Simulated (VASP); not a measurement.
Wanted: the native input for a VASP 6.6.1 run.

```yaml
Task: single point
Functional: r2SCAN
Potentials_or_basis: VASP PAW PBE potentials, release 64 (Li_sv, Nb_sv, O)
Cutoff: 520 eV
k_mesh: 6 × 6 × 6
Occupations: gaussian, width 0.01 eV
Spin: no spin polarisation
Dipole_correction: no
Further_INCAR_settings: ALGO = Normal; EDIFF = 1e-06; NBANDS = 45
```

Crystal: LiNbO3.

```
Li Nb O
1.0
     2.56870    1.48304    4.62823
    -2.56870    1.48304    4.62823
     0.00000   -2.96608    4.62823
Li Nb O
2 2 6
Direct
  0.78217 0.78217 0.78217
  0.28217 0.28217 0.28217
  0.50018 0.50018 0.50018
  0.00018 0.00018 0.00018
  0.60799 0.21964 0.86202
  0.86202 0.60799 0.21964
  0.10799 0.36202 0.71964
  0.21964 0.86202 0.60799
  0.71964 0.10799 0.36202
  0.36202 0.71964 0.10799
```

One way to write it, as run:

POSCAR

```
LiNbO3
1.0
    2.5687004035      1.4830398694      4.6282271812
   -2.5687004035      1.4830398694      4.6282271812
    0.0000000000     -2.9660797388      4.6282271812
Li Nb O
2 2 6
Direct
    0.7821703297      0.7821703297      0.7821703297
    0.2821703297      0.2821703297      0.2821703297
    0.5001763109      0.5001763109      0.5001763109
    1.0001763109      1.0001763109      0.0001763109
    0.6079877655      0.2196418006      0.8620237934
    0.8620237934      0.6079877655      0.2196418006
    0.1079877655      0.3620237934      0.7196418006
    0.2196418006      0.8620237934      0.6079877655
    0.7196418006      0.1079877655      0.3620237934
    0.3620237934      0.7196418006      0.1079877655
```

INCAR.step1

```
SYSTEM = LiNbO3
ALGO     = Normal         ! electronic algorithm
EDIFF    = 1E-4           ! SCF threshold, eV
ENCUT    = 520            ! plane-wave cutoff, eV
GGA      = PE             ! functional
ISMEAR   = 0              ! smearing method
LASPH    = .TRUE.         ! aspherical terms in the spheres
LCHARG   = .FALSE.        ! write CHGCAR
LREAL    = .FALSE.        ! projectors in reciprocal space
LWAVE    = .TRUE.         ! write WAVECAR
NBANDS   = 45             ! bands
NELM     = 100            ! most SCF steps
PREC     = Accurate       ! precision mode
SIGMA    = 0.01           ! smearing width, eV
```

INCAR.step2

```
SYSTEM = LiNbO3
ALGO     = Normal         ! electronic algorithm
EDIFF    = 1E-6           ! SCF threshold, eV
ENCUT    = 520            ! plane-wave cutoff, eV
ISIF     = 2              ! what is computed and relaxed
ISMEAR   = 0              ! smearing method
ISTART   = 1            
LASPH    = .TRUE.         ! aspherical terms in the spheres
LCHARG   = .FALSE.        ! write CHGCAR
LMIXTAU  = .TRUE.       
LREAL    = .FALSE.        ! projectors in reciprocal space
LWAVE    = .FALSE.        ! write WAVECAR
METAGGA  = R2SCAN         ! meta-GGA
NBANDS   = 45             ! bands
NELM     = 100            ! most SCF steps
PREC     = Accurate       ! precision mode
SIGMA    = 0.01           ! smearing width, eV
```

KPOINTS

```
k-points
0
G
  6 6 6
  0 0 0
```

Potentials or basis: VASP PAW PBE potentials, release 64 (Li_sv, Nb_sv, O).

The run is started by

```sh
$ cat potpaw_PBE.64/Li_sv/POTCAR potpaw_PBE.64/Nb_sv/POTCAR potpaw_PBE.64/O/POTCAR > POTCAR
$ cp INCAR.step1 INCAR
$ mpirun -np 1 vasp_std > vasp.out
$ cp INCAR.step2 INCAR
$ mpirun -np 1 vasp_std > vasp.out
```

Results of the run:

- Largest force: 0.024 eV/Å
- Band gap on the k mesh: 4.03 eV (least direct gap 4.06 eV)

Caveat: the PAW data sets were made with another functional, which shifts forces and pressure a little.

Wall time 6.1 min on 1 thread of Intel(R) Xeon(R) 6975P-C (Granite Rapids), with other jobs on the host, peak memory 0.36 GiB.
